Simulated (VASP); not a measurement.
A run of VASP 6.6.1 is set up as follows.

POSCAR

```
AgBr
1.0
    0.0000000000      2.8927622861      2.8927622861
    2.8927622861      0.0000000000      2.8927622861
    2.8927622861      2.8927622861      0.0000000000
Ag Br
1 1
Direct
    0.0000000000      0.0000000000      0.0000000000
    0.5000000000      0.5000000000      0.5000000000
```

INCAR.step1

```
SYSTEM = AgBr
PREC = Accurate
ENCUT = 550
ISMEAR = 0
SIGMA = 0.01
LREAL = .False.
LASPH = .True.
NELM = 120
NBANDS = 16
GGA = PE
ALGO = Normal
EDIFF = 1E-5
LWAVE = .True.
LCHARG = .False.
GGA_COMPAT = .False.
```

Contents of INCAR.step2:

```
SYSTEM = AgBr
PREC = Accurate
ENCUT = 550
EDIFF = 1E-6
ISMEAR = 0
SIGMA = 0.01
LREAL = .False.
LASPH = .True.
NELM = 120
ALGO = Normal
ISIF = 2
LWAVE = .False.
LCHARG = .True.
METAGGA = R2SCAN
LMIXTAU = .True.
LELF = .True.
LVHAR = .True.
NBANDS = 16
ISTART = 1
GGA_COMPAT = .False.
```

KPOINTS

```
Automatic mesh
0
Gamma
  6 6 6
  0 0 0
```

Potentials or basis: VASP PAW PBE potentials, release 64 (Ag, Br).

Command:

```sh
$ cat potpaw_PBE.64/Ag/POTCAR potpaw_PBE.64/Br/POTCAR > POTCAR
$ cp INCAR.step1 INCAR
$ mpirun -np 1 vasp_std > vasp.out
$ cp INCAR.step2 INCAR
$ mpirun -np 1 vasp_std > vasp.out
```

Question: Predict the band gap on the k mesh.

Answer: 1.25 eV (least direct gap 3.19 eV).

Question: Predict the pressure.

Answer: -0.1 GPa.

Caveat: the PAW data sets were made with another functional, which shifts forces and pressure a little. r2SCAN opens gaps a little over a GGA but as a rule still falls short of measured ones.
